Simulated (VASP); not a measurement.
Input of a VASP 6.6.1 run:

Contents of POSCAR:

```
TiB
1.0
    0.0000000000      2.2179567703      1.8852632548
    2.2179567703      0.0000000000      1.8852632548
    2.2179567703      2.2179567703      0.0000000000
Ti B
1 1
Direct
    0.7500000000      0.7500000000      0.7500000000
    0.0000000000      0.0000000000      0.0000000000
```

The input INCAR.step1:

```
SYSTEM = TiB
PREC     = Accurate       ! precision mode
ENCUT    = 520            ! plane-wave cutoff, eV
ISMEAR   = 0              ! smearing method
SIGMA    = 0.15           ! smearing width, eV
LREAL    = .FALSE.        ! projectors in reciprocal space
LASPH    = .TRUE.         ! aspherical terms in the spheres
NELM     = 60             ! most SCF steps
NBANDS   = 14             ! bands
GGA      = PE             ! functional
ALGO     = Normal         ! electronic algorithm
EDIFF    = 1E-4           ! SCF threshold, eV
LWAVE    = .TRUE.         ! write WAVECAR
LCHARG   = .FALSE.        ! write CHGCAR
```

Contents of INCAR.step2:

```
SYSTEM = TiB
PREC     = Accurate       ! precision mode
ENCUT    = 520            ! plane-wave cutoff, eV
EDIFF    = 1E-7           ! SCF threshold, eV
ISMEAR   = 0              ! smearing method
SIGMA    = 0.15           ! smearing width, eV
LREAL    = .FALSE.        ! projectors in reciprocal space
LASPH    = .TRUE.         ! aspherical terms in the spheres
NELM     = 60             ! most SCF steps
ALGO     = Normal         ! electronic algorithm
ISIF     = 2              ! what is computed and relaxed
LWAVE    = .FALSE.        ! write WAVECAR
LCHARG   = .FALSE.        ! write CHGCAR
METAGGA  = R2SCAN         ! meta-GGA
LMIXTAU  = .TRUE.       
NBANDS   = 14             ! bands
ISTART   = 1
```

The input KPOINTS:

```
Automatic mesh
0
G
  22 22 22
  0 0 0
```

Potentials or basis: VASP PAW PBE potentials, release 64 (Ti_sv, B).

Command:

```console
$ cat potpaw_PBE.64/Ti_sv/POTCAR potpaw_PBE.64/B/POTCAR > POTCAR
$ cp INCAR.step1 INCAR
$ mpirun -np 1 vasp_std > vasp.out
$ cp INCAR.step2 INCAR
$ mpirun -np 1 vasp_std > vasp.out
```

Question: Estimate the pressure.

Answer: 118.3 GPa.

Question: Predict the band gap on the k mesh.

Answer: Zero (an odd number of electrons rules out a gap without spin polarisation).

Stress tensor (GPa, compression positive):
```
134.18   0.00   0.00
  0.00 134.18   0.00
  0.00   0.00  86.51
```

Caveat: the cell stands under pressure; the PAW data sets were made with another functional, which shifts forces and pressure a little.
